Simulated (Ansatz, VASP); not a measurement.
## Two plane-wave programs on Zr2W

```
Zr W
1.0
     5.81411    0.00000    0.00000
     0.00000    5.81411    0.00000
     0.00000    0.00000    4.46522
Zr W
4 2
Direct
  0.31416 0.31416 0.00000
  0.18584 0.81416 0.50000
  0.68584 0.68584 0.00000
  0.81416 0.18584 0.50000
  0.00000 0.00000 0.00000
  0.50000 0.50000 0.50000
```

Alike in both runs: functional PBE; k mesh 4 × 4 × 6; occupations gaussian, width 0.1 eV; no spin polarisation.

Ansatz relaxed the structure, and its values are those at the end. VASP's run is a single point on that final structure, the one shown.

```csv
,VASP,Ansatz
version,VASP 6.6.1,Ansatz 0.2.0
potentials or method,"VASP PAW PBE potentials, release 64 (Zr_sv, W_sv), cutoff 500 eV","scalar-relativistic, plane waves, PAW"
valence electrons in the cell,76,76
```

|  | VASP | Ansatz | Ansatz less VASP |
| --- | --- | --- | --- |
| gap on the k mesh at the Fermi level (eV) | none | none | - |
| pressure (GPa) | 0.0 | -0.2 | -0.21 |
| rms of the force components (eV/Å) | 0.002 | 0.004 | +0.0017 |

A gap of «none» marks a metal or a gap that the smearing closes. With one functional, cell and mesh, what is left measures potentials, basis and numerics.

Spin-orbit coupling is off throughout.
